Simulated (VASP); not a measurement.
Wanted: the native input for a VASP 6.6.1 run.

* Task: single point
* Functional: PBE
* Potentials or basis: VASP PAW PBE potentials, release 64 (V_sv, Si)
* Cutoff: 520 eV
* k mesh: 13 × 13 × 13
* Occupations: fermi-dirac, width 0.03 eV
* Spin: collinear spin, ferromagnetic start
* Starting moments: [1.5, 0.0] μB
* Dipole correction: no
* Further INCAR settings: ALGO = Normal; EDIFF = 1e-06; NBANDS = 20

The structure of VSi (rocksalt type) lies in POSCAR:

```
VSi
1.0
    0.0000000000      2.4106330294      2.4106330294
    2.4106330294      0.0000000000      2.4106330294
    2.4106330294      2.4106330294      0.0000000000
V Si
1 1
Direct
    0.0000000000      0.0000000000      0.0000000000
    0.5000000000      0.5000000000      0.5000000000
```

This cell differs from its parent crystal: volume scaled by 0.96.

The input as run:

INCAR

```
ALGO = Normal
EDIFF = 1E-6
ENCUT = 520
GGA = PE
ISIF = 2
ISMEAR = -1
ISPIN = 2
LASPH = T
LCHARG = F
LMAXMIX = 4
LORBIT = 11
LREAL = F
LWAVE = F
MAGMOM = 1.5 0
NBANDS = 20
NELM = 150
PREC = Accurate
SIGMA = 0.03
```

KPOINTS

```
k-points
0
Gamma
  13 13 13
```

Potentials or basis: VASP PAW PBE potentials, release 64 (V_sv, Si).

The run is started by

```sh
$ cat potpaw_PBE.64/V_sv/POTCAR potpaw_PBE.64/Si/POTCAR > POTCAR
$ mpirun -np 1 vasp_std > vasp.out
```

Results of the run:

```yaml
Pressure: 6.3 GPa
Net_moment: 0.00 μB per cell
Valence_electrons_inside_the_program's_atomic_spheres: V 11.69; Si 1.77
```

Run time: 39 s on 1 thread of Intel(R) Xeon(R) 6975P-C (Granite Rapids), on a shared host, peak memory 0.21 GiB.
